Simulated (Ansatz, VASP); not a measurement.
# YSb: VASP beside Ansatz

```
Y Sb
1.0
     0.00000    3.21675    3.21675
     3.21675    0.00000    3.21675
     3.21675    3.21675    0.00000
Y Sb
1 1
Direct
  0.00000 0.00000 0.00000
  0.25000 0.25000 0.25000
```

Change from the starting cell: volume scaled by 0.85, LAPW.

Alike in both runs: task single point; functional LDA; k mesh 12 × 12 × 12; occupations fermi-dirac, width 0.1 eV; no spin polarisation.

|  | VASP | Ansatz |
| --- | --- | --- |
| version | VASP 6.6.1 | Ansatz 0.2.0 |
| potentials or method | VASP PAW LDA potentials, release 64 (Y_sv, Sb), cutoff 520 eV | all-electron LAPW, scalar-relativistic |

VASP gave:

| Quantity | Value |
| --- | --- |
| pressure (GPa) | 9.6 |

Q: Estimate Ansatz's values.

A: Pressure (GPa): 9.5.

LDA's correlation is that of Perdew and Zunger in VASP and of Perdew and Wang (1992) in Ansatz. Ansatz ran all-electron here, and VASP with PAW potentials.

Spin-orbit coupling is off throughout.
